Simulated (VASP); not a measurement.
A run of VASP 6.6.1 is set up as follows.

File INCAR:

```
SYSTEM = SnO2
PREC = Accurate ; ENCUT = 600
EDIFF = 1E-6 ; ISMEAR = 0
SIGMA = 0.15 ; LREAL = .FALSE.
LASPH = .TRUE. ; NELM = 120
ALGO = Normal ; ISIF = 2
LWAVE = .FALSE. ; LCHARG = .TRUE.
GGA = PE ; LELF = .TRUE.
LVHAR = .TRUE. ; NBANDS = 20
GGA_COMPAT = .FALSE.
```

File KPOINTS:

```
Automatic mesh
0
G
  4 4 4
  0 0 0
```

POSCAR

```
SnO2
1.0
    0.0000000000      2.5791894155      2.5795753008
    2.5767861787      0.0000000000      2.5795753008
    2.5767861787      2.5791894155      0.0000000000
Sn O
1 2
Direct
    0.7256938960      0.7256938960      0.2743061040
    0.9757042220      0.9757042220      0.5242957780
    0.4757042220      0.4757042220      0.0242957780
```

Potentials or basis: VASP PAW PBE potentials, release 64 (Sn_d, O).

Run with:

```sh
$ cat potpaw_PBE.64/Sn_d/POTCAR potpaw_PBE.64/O/POTCAR > POTCAR
$ mpirun -np 1 vasp_std > vasp.out
```

Question: Estimate the pressure.

Answer: -0.3 GPa.

Question: Estimate the band gap on the k mesh.

Answer: Zero (bands 13 and 14 overlap by 0.22 eV).

Stress tensor (GPa, compression positive):
```
-0.07  0.00  0.00
 0.00 -0.39  0.00
 0.00  0.00 -0.45
```

Caveat: the k points lie up to 0.53 Å⁻¹ apart; semilocal functionals underestimate gaps, so a narrow gap can read as zero; spin-orbit coupling is left out, which moves the levels of the heavy elements.
